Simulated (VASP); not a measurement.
Ir, 1 atom in the cell. Symmetry: I4/mmm, No. 139, tetragonal system. Conventional cell: a = 2.981 Å, b = 2.981 Å, c = 2.865 Å, α = 90.00°, β = 90.00°, γ = 90.00°. Ir (site symmetry 4/mmm) has 14 Ir at 2.55 to 2.98 Å within 3.4 Å. 

| Item | Value |
| --- | --- |
| Program | VASP 6.6.1 |
| Task | single point |
| Functional | LDA |
| Potentials or basis | VASP PAW LDA potentials, release 64 (Ir) |
| Cutoff | 520 eV |
| k mesh | 22 × 22 × 22 |
| Occupations | gaussian, width 0.15 eV |
| Spin | no spin polarisation |
| Dipole correction | no |
| Further INCAR settings | ALGO = Fast; EDIFF = 1e-07; NBANDS = 10 |

Potentials or basis: VASP PAW LDA potentials, release 64 (Ir).

The run is started by

```sh
$ cat potpaw_LDA.64/Ir/POTCAR > POTCAR
$ mpirun -np 1 vasp_std > vasp.out
```

Hardware: 1 thread of Intel(R) Xeon(R) Platinum 8488C (Sapphire Rapids) (shared host).

Q: Estimate the wall time of this run.

A: It took 2.1 min on 1 thread of Intel(R) Xeon(R) Platinum 8488C (Sapphire Rapids), on a shared host, peak memory 0.22 GiB. Counts: scf iterations 16, k points 834.
